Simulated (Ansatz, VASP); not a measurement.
**One calculation of Hf3O2, two programs**

```
Hf O
1.0
     3.76915    0.00000    0.00000
    -1.88458    3.26418    0.00000
     0.00000    0.00000    5.86419
Hf O
3 2
Direct
  0.00000 0.00000 0.00000
  0.33333 0.66667 0.64500
  0.66667 0.33333 0.35500
  0.33333 0.66667 0.24500
  0.66667 0.33333 0.75500
```

Alike in both runs: task single point; functional PBE; k mesh 6 × 6 × 4; occupations gaussian, width 0.1 eV; no spin polarisation.

|  | VASP | Ansatz |
| --- | --- | --- |
| version | VASP 6.6.1 | Ansatz 0.2.0 |
| potentials or method | VASP PAW PBE potentials, release 64 (Hf_pv, O), cutoff 520 eV | scalar-relativistic, plane waves, PAW |
| valence electrons in the cell | 42 | 90 |

VASP gave:

- gap on the k mesh at the Fermi level (eV): none
- pressure (GPa): 2.1
- traceless stress, the component that is largest in VASP (GPa): 14.09
- rms of the force components (eV/Å): 0.960

Question: What did Ansatz give for the same quantities?

Answer: gap on the k mesh at the Fermi level (eV): none; pressure (GPa): 3.7; traceless stress, the component that is largest in VASP (GPa): 13.97; rms of the force components (eV/Å): 0.953.

Atom by atom the forces differ by 0.020 eV/Å (rms over components). A gap of «none» marks a metal or a gap that the smearing closes. VASP's potentials hold 42 valence electrons a cell and Ansatz's 90, so a difference there can come from the potentials and not from the codes.

Spin-orbit coupling is off throughout.
